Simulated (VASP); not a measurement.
Set up this calculation in VASP 6.6.1, as the native input.

| Item | Value |
| --- | --- |
| Task | single point |
| Functional | r2SCAN |
| Potentials or basis | VASP PAW PBE potentials, release 64 (Ag, Cl) |
| Cutoff | 520 eV |
| k mesh | 6 × 6 × 4 |
| Occupations | gaussian, width 0.01 eV |
| Spin | no spin polarisation |
| Dipole correction | no |
| Further INCAR settings | ALGO = Normal; EDIFF = 1e-07; NBANDS = 26 |

The system is AgCl.

```xyz
4
Lattice="4.6084 0.0000 0.0000 -2.3042 3.9910 0.0000 0.0000 0.0000 5.8347" Properties=species:S:1:pos:R:3 pbc="T T T"
Ag    0.0000    2.6607   -0.3630
Ag    2.3042    1.3303    2.5543
Cl    0.0000    2.6607    2.5511
Cl    2.3042    1.3303    5.4684
```

This cell differs from its parent crystal: volume changed by +6%.

These files were run (other wordings do the same):

POSCAR

```
AgCl
1.0
    4.6083857052      0.0000000000      0.0000000000
   -2.3041928526      3.9909790911      0.0000000000
    0.0000000000      0.0000000000      5.8347300350
Ag Cl
2 2
Direct
    0.3333333333      0.6666666667     -0.0622204403
    0.6666666667      0.3333333333      0.4377795597
    0.3333333333      0.6666666667      0.4372204403
    0.6666666667      0.3333333333      0.9372204403
```

INCAR.step1

```
SYSTEM = AgCl
PREC     = Accurate       ! precision mode
ENCUT    = 520            ! plane-wave cutoff, eV
ISMEAR   = 0              ! smearing method
SIGMA    = 0.01           ! smearing width, eV
LREAL    = .False.        ! projectors in reciprocal space
LASPH    = .True.         ! aspherical terms in the spheres
NELM     = 100            ! most SCF steps
NBANDS   = 26             ! bands
GGA      = PE             ! functional
ALGO     = Normal         ! electronic algorithm
EDIFF    = 1E-4           ! SCF threshold, eV
LWAVE    = .True.         ! write WAVECAR
LCHARG   = .False.        ! write CHGCAR
```

INCAR.step2

```
SYSTEM = AgCl
PREC     = Accurate       ! precision mode
ENCUT    = 520            ! plane-wave cutoff, eV
EDIFF    = 1E-7           ! SCF threshold, eV
ISMEAR   = 0              ! smearing method
SIGMA    = 0.01           ! smearing width, eV
LREAL    = .False.        ! projectors in reciprocal space
LASPH    = .True.         ! aspherical terms in the spheres
NELM     = 100            ! most SCF steps
ALGO     = Normal         ! electronic algorithm
ISIF     = 2              ! what is computed and relaxed
LWAVE    = .False.        ! write WAVECAR
LCHARG   = .False.        ! write CHGCAR
METAGGA  = R2SCAN         ! meta-GGA
LMIXTAU  = .True.       
NBANDS   = 26             ! bands
ISTART   = 1
```

KPOINTS

```
Automatic mesh
0
Gamma
  6 6 4
  0 0 0
```

Potentials or basis: VASP PAW PBE potentials, release 64 (Ag, Cl).

Launch:

```sh
$ cat potpaw_PBE.64/Ag/POTCAR potpaw_PBE.64/Cl/POTCAR > POTCAR
$ cp INCAR.step1 INCAR
$ mpirun -np 1 vasp_std > vasp.out
$ cp INCAR.step2 INCAR
$ mpirun -np 1 vasp_std > vasp.out
```

It gave:

| Quantity | Value |
| --- | --- |
| Pressure | -2.1 GPa |
| Band gap on the k mesh | 1.81 eV, indirect (least direct gap 1.82 eV) |

Caveat: the PAW data sets were made with another functional, which shifts forces and pressure a little.

Run time: 2 min on 1 thread of Intel(R) Xeon(R) 6975P-C (Granite Rapids), with other jobs on the host, peak memory 0.27 GiB.
